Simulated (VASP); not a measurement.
Here is a VASP 6.6.1 calculation.

Contents of POSCAR:

```
Be2C
1.0
    2.1604635391      2.1604635391      0.0000000000
   -2.1604635391      2.1604635391      0.0000000000
    0.0000000000      2.1604635391      2.1604635391
Be C
2 1
Direct
    0.2500000000      0.7500000000      0.5000000000
    0.7500000000      0.2500000000      0.5000000000
    0.0000000000      0.0000000000      0.0000000000
```

File INCAR.step1:

```
SYSTEM = Be2C
PREC = Accurate
ENCUT = 660
ISMEAR = 0
SIGMA = 0.01
LREAL = .False.
LASPH = .True.
NELM = 120
GGA = PE
ALGO = Normal
EDIFF = 1E-5
LWAVE = .True.
LCHARG = .False.
GGA_COMPAT = .False.
IBRION = 2
ISIF = 3
EDIFFG = -0.005
NELMIN = 4
NSW = 100
```

Contents of INCAR.step2:

```
SYSTEM = Be2C
PREC = Accurate
ENCUT = 660
EDIFF = 1E-7
ISMEAR = 0
SIGMA = 0.01
LREAL = .False.
LASPH = .True.
NELM = 120
ALGO = Normal
ISIF = 3
LWAVE = .False.
LCHARG = .False.
METAGGA = R2SCAN
LMIXTAU = .True.
IBRION = 2
NSW = 100
EDIFFG = -0.002
PSTRESS = 40.0
ISTART = 1
GGA_COMPAT = .False.
NELMIN = 4
```

The input KPOINTS:

```
Automatic mesh
0
Gamma
  10 10 10
  0 0 0
```

Potentials or basis: VASP PAW PBE potentials, release 64 (Be, C).

The run is started by

```bash
$ cat potpaw_PBE.64/Be/POTCAR potpaw_PBE.64/C/POTCAR > POTCAR
$ cp INCAR.step1 INCAR
$ mpirun -np 1 vasp_std > vasp.out
$ cp INCAR.step2 INCAR
$ mpirun -np 1 vasp_std > vasp.out
```

Problem. What does it give for the relaxed volume?

Solution. 6.62 Å³/atom.

Problem. What does it give for the space group after relaxing (to 0.1 Å)?

Solution. Fm-3m (No. 225).

Problem. Predict the relaxed cell.

Solution. a = 3.040 Å, b = 3.040 Å, c = 3.040 Å, α = 60.00°, β = 60.00°, γ = 90.00°.

Problem. Estimate the band gap on the k mesh.

Solution. 1.53 eV (least direct gap 4.66 eV).

Final structure:
```
CELL_PARAMETERS angstrom
2.14968 2.14968 0.00000
-2.14968 2.14968 0.00000
0.00000 2.14968 2.14968
ATOMIC_POSITIONS crystal
Be 0.25000 0.75000 0.50000
Be 0.75000 0.25000 0.50000
C 0.00000 0.00000 0.00000
```

Caveat: the cell is relaxed towards a set pressure, so the run minimises the enthalpy, not the energy; the PAW data sets were made with another functional, which shifts forces and pressure a little. A k mesh can miss the band edges.
